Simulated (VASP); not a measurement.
Zr8C: single point with PBE

Zr8C, a slab with vacuum:

```
Zr C
1.0
     6.46558    0.00000    0.00000
     0.00000    5.16912    0.00000
     0.00000    0.00000   18.97709
Zr C
8 1
Direct
  0.00000 0.75000 0.21078
  0.50000 0.75000 0.21078
  0.25000 0.25000 0.25996
  0.75000 0.25000 0.25996
  0.25000 0.75000 0.34771
  0.75000 0.75000 0.34771
  0.00000 0.25000 0.39401
  0.50000 0.25000 0.39401
  0.12500 0.25000 0.48403
```

```
Program             : VASP 6.6.1
Task                : single point
Functional          : PBE
Potentials or basis : VASP PAW PBE potentials, release 64 (Zr_sv, C)
Cutoff              : 520 eV
k mesh              : 4 × 5 × 1
Occupations         : gaussian, width 0.1 eV
Spin                : no spin polarisation
```

The largest force is 2.012 eV/Å. The band gap on the k mesh is zero (bands 50 and 51 overlap by 0.20 eV).

Forces on the atoms (eV/Å):
```
Zr  -0.009  0.000  0.212
Zr  -0.072  0.000  0.395
Zr   0.118  0.000 -0.631
Zr   0.203  0.000 -0.474
Zr   0.235  0.000  0.480
Zr  -0.212  0.000 -0.504
Zr  -0.648  0.000 -0.855
Zr  -1.525  0.000  1.313
C    1.909  0.000  0.065
```

Levels at points of the mesh, in eV from the Fermi level:
```csv
k point,band 48,band 49,band 50,band 51,band 52,band 53
"(0.00, 0.00, 0.00)",-0.22,-0.13,0.10,0.42,0.59,0.68
"(0.50, 0.00, 0.00)",-0.39,-0.27,-0.19,-0.09,0.18,0.30
```

Run time: 14 min on 1 thread of Intel(R) Xeon(R) 6975P-C (Granite Rapids) (shared host), peak memory 0.69 GiB.
